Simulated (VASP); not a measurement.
As: single point with LDA

Crystal: As.

```xyz
2
Lattice="1.8800 1.0854 3.3277 -1.8800 1.0854 3.3277 0.0000 -2.1708 3.3277" Properties=species:S:1:pos:R:3 pbc="T T T"
As    0.0000    0.0000    7.6820
As    0.0000    0.0000    2.3009
```

| Property | Result |
| --- | --- |
| Program | VASP 6.6.1 |
| Task | single point |
| Functional | LDA |
| Potentials or basis | VASP PAW LDA potentials, release 64 (As) |
| Cutoff | 500 eV |
| k mesh | 10 × 10 × 10 |
| Occupations | fermi-dirac, width 0.2 eV |
| Spin | no spin polarisation |
| Dipole correction | no |
| Further INCAR settings | ALGO = Normal; EDIFF = 1e-06; NBANDS = 12 |

```yaml
Pressure: 0.5 GPa
Largest_force: 0.108 eV/Å
Band_gap_on_the_k_mesh: zero (band 5 reaches 5.96 eV, above the bottom of band 6 at 5.73 eV)
```

Forces on the atoms (eV/Å):
```
As   0.000  0.000 -0.108
As   0.000  0.000  0.108
```

Stress tensor (GPa, compression positive):
```
0.42 0.00 0.00
0.00 0.42 0.00
0.00 0.00 0.54
```

Levels at points of the mesh, in eV from the Fermi level:
```tsv
k point	band 2	band 3	band 4	band 5	band 6	band 7	band 8	band 9
(0.00, 0.00, 0.00)	-5.46	-2.37	-2.09	-2.09	2.17	3.20	3.20	6.50
(0.50, 0.00, 0.00)	-11.40	-2.58	-2.36	-0.31	-0.25	0.28	0.88	9.51
(0.50, 0.50, 0.00)	-9.56	-6.45	-4.42	-4.37	1.55	5.86	6.83	7.90
(0.50, 0.50, 0.50)	-10.48	-1.72	-1.72	-0.65	0.34	0.34	1.62	8.56
```

Wall time 66 s on 1 thread of Intel(R) Xeon(R) Platinum 8375C CPU @ 2.90GHz (Ice Lake), with other jobs on the host, peak memory 0.17 GiB.
